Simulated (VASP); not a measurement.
Set up this calculation in VASP 6.6.1, as the native input.

| Item | Value |
| --- | --- |
| Task | relaxation of cell and atoms |
| Functional | LDA |
| Potentials or basis | VASP PAW LDA potentials, release 64 (Ir) |
| Cutoff | 600 eV |
| k mesh | 24 × 24 × 24 |
| Occupations | fermi-dirac, width 0.1 eV |
| Spin | no spin polarisation |
| Target pressure | 10 GPa |
| Dipole correction | no |
| Further INCAR settings | ALGO = Normal; EDIFF = 1e-06; IBRION = 2; EDIFFG = -0.002; NSW = 100; ISIF = 3 |

The structure of Ir lies in POSCAR:

```
Ir
1.0
    0.0000000000      1.9059006243      1.9059006243
    1.9059006243      0.0000000000      1.9059006243
    1.9059006243      1.9059006243      0.0000000000
Ir
1
Direct
    0.0000000000      0.0000000000      0.0000000000
```

These files were run (other wordings do the same):

INCAR

```
  PREC = Accurate
  ENCUT = 600
  EDIFF = 1E-6
  ISMEAR = -1
  SIGMA = 0.1
  LREAL = False
  LASPH = True
  NELM = 100
  ALGO = Normal
  ISIF = 3
  LWAVE = False
  LCHARG = False
  GGA = CA
  IBRION = 2
  NSW = 100
  EDIFFG = -0.002
  PSTRESS = 100.0
```

KPOINTS

```
regular mesh
0
Gamma
  24 24 24
```

Potentials or basis: VASP PAW LDA potentials, release 64 (Ir).

Launch:

```sh
$ cat potpaw_LDA.64/Ir/POTCAR > POTCAR
$ mpirun -np 1 vasp_std > vasp.out
```

It gave:

```json
{"Relaxed volume": "13.62 Å³/atom", "Relaxed cell": "a = 2.680 Å, b = 2.680 Å, c = 2.680 Å, α = 60.00°, β = 60.00°, γ = 60.00°", "Space group after relaxing (to 0.1 Å)": "Fm-3m (No. 225)", "Energy change on relaxing (the run minimises the enthalpy)": "+9.0 meV/atom", "Ionic steps": "7", "Pressure after relaxing": "10.0 GPa", "Band gap on the k mesh": "zero (an odd number of electrons rules out a gap without spin polarisation)"}
```

Caveat: the cell is relaxed towards a set pressure, so the run minimises the enthalpy, not the energy; spin-orbit coupling is left out, which moves the levels of the heavy elements.

Wall time 70 s on 1 thread of Intel(R) Xeon(R) 6975P-C (Granite Rapids), on a shared host, peak memory 0.2 GiB.
